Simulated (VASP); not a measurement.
Cs2Zr2Ru, 5 atoms in the cell. Symmetry: P4mm, No. 99, tetragonal system. Conventional cell: a = 4.404 Å, b = 4.404 Å, c = 12.005 Å, α = 90.00°, β = 90.00°, γ = 90.00°. Cs (site symmetry 4mm) has 4 Zr at 4.26 Å and 8 Cs at 4.40 to 5.70 Å and 1 Ru at 5.03 Å within 5.8 Å. Within 5.0 Å of Cs (site symmetry 4mm) lie 4 Ru at 3.81 Å and 4 Zr at 4.20 Å and 4 Cs at 4.40 Å. Zr (site symmetry 2mm) has 2 Ru at 2.60 Å and 4 Zr at 3.11 Å within 3.4 Å. Within 3.4 Å of Ru (site symmetry 4mm) lie 4 Zr at 2.60 Å. 

| Property | Result |
| --- | --- |
| Program | VASP 6.6.1 |
| Task | single point |
| Functional | PBE |
| Potentials or basis | VASP PAW PBE potentials, release 64 (Cs_sv, Zr_sv, Ru_pv) |
| Cutoff | 520 eV |
| k mesh | 8 × 8 × 4 |
| Occupations | gaussian, width 0.01 eV |
| Spin | no spin polarisation |
| Dipole correction | no |
| Further INCAR settings | ALGO = Fast; EDIFF = 1e-07; NBANDS = 36 |

Potentials or basis: VASP PAW PBE potentials, release 64 (Cs_sv, Zr_sv, Ru_pv).

The run is started by

```bash
$ cat potpaw_PBE.64/Cs_sv/POTCAR potpaw_PBE.64/Zr_sv/POTCAR potpaw_PBE.64/Ru_pv/POTCAR > POTCAR
$ mpirun -np 1 vasp_std > vasp.out
```

Hardware: 1 thread of Intel(R) Xeon(R) Platinum 8488C (Sapphire Rapids), with other jobs on the host.

Q: Estimate the wall time of this run.

A: It took 11 min on 1 thread of Intel(R) Xeon(R) Platinum 8488C (Sapphire Rapids) (shared host), peak memory 0.58 GiB. Counts: scf iterations 37, k points 45.
